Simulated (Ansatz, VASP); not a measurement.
**SnSe in VASP and in Ansatz**

The input POSCAR:

```
SnSe
1.0
    0.0000000000      3.4665858174      3.3639842963
    3.4665858174      0.0000000000      3.3639842963
    3.4665858174      3.4665858174      0.0000000000
Sn Se
1 1
Direct
    0.0000000000      0.0000000000      0.0000000000
    0.2500000000      0.2500000000      0.2500000000
```

INCAR.step1

```
SYSTEM = SnSe
PREC = Accurate
ENCUT = 520
EDIFF = 1E-5
ISMEAR = 0
SIGMA = 0.01
LREAL = .FALSE.
LASPH = .TRUE.
NELM = 60
ALGO = Normal
ISIF = 2
LWAVE = .TRUE.
GGA = PE
NBANDS = 17
```

File INCAR.step2:

```
SYSTEM = SnSe
PREC = Accurate
ENCUT = 520
EDIFF = 1E-6
ISMEAR = 0
SIGMA = 0.01
LREAL = .FALSE.
LASPH = .TRUE.
NELM = 60
ALGO = Normal
ISIF = 2
LWAVE = .FALSE.
LCHARG = .TRUE.
GGA = PE
LHFCALC = .TRUE.
HFSCREEN = 0.2079
PRECFOCK = Normal
LELF = .TRUE.
LVHAR = .TRUE.
ISTART = 1
NBANDS = 17
```

File KPOINTS:

```
regular mesh
0
G
  4 4 4
  0 0 0
```

Input for Ansatz:

```yaml
crystal:
  lattice:
    - [0.0, 3.4665858174, 3.3639842963]
    - [3.4665858174, 0.0, 3.3639842963]
    - [3.4665858174, 3.4665858174, 0.0]
  atoms:
    - { symbol: Sn, position: [0.0, 0.0, 0.0] }
    - { symbol: Se, position: [0.25, 0.25, 0.25] }
kpoints:
  mp_grid: { grid: [4, 4, 4] }
  band_path:
    path:
      - [0.0, 0.0, 0.0]
      - [-0.5, -0.5, 0.0]
      - [-0.375, -0.375, 0.25]
      - [-0.375, 0.0, 0.375]
      - [0.0, 0.0, 0.5]
      - [-0.5, -0.25, 0.25]
    npoints: 1
hamiltonian:
  xc: hse06
scf:
  occupations: { method: fixed }
  n_extra_bands: 4
output:
  forces: true
  stress: true
  eigenvalues: true
```

Change from the starting cell: biaxial_xy strain +3.0%.

Alike in both runs: task single point; functional HSE06; k mesh 4 × 4 × 4; no spin polarisation.

|  | VASP | Ansatz |
| --- | --- | --- |
| version | VASP 6.6.1 | Ansatz 0.2.0 |
| potentials or method | VASP PAW PBE potentials, release 64 (Sn_d, Se) | plane waves, PAW |
| plane-wave cutoff (eV) | 520 | 420 |
| occupations | gaussian, width 0.01 eV | fixed |
| valence electrons in the cell | 20 | 30 |

```csv
,VASP,Ansatz,Ansatz less VASP
gap on the k mesh at the Fermi level (eV),0.42,0.41,-0.009
pressure (GPa),-1.8,-1.7,+0.04
"traceless stress, the component that is largest in VASP (GPa)",0.09,0.09,-0.001
```

VASP's potentials hold 20 valence electrons a cell and Ansatz's 30, so a difference there can come from the potentials and not from the codes. Ansatz's warnings: stress exchange threshold loose, stress scf threshold loose.
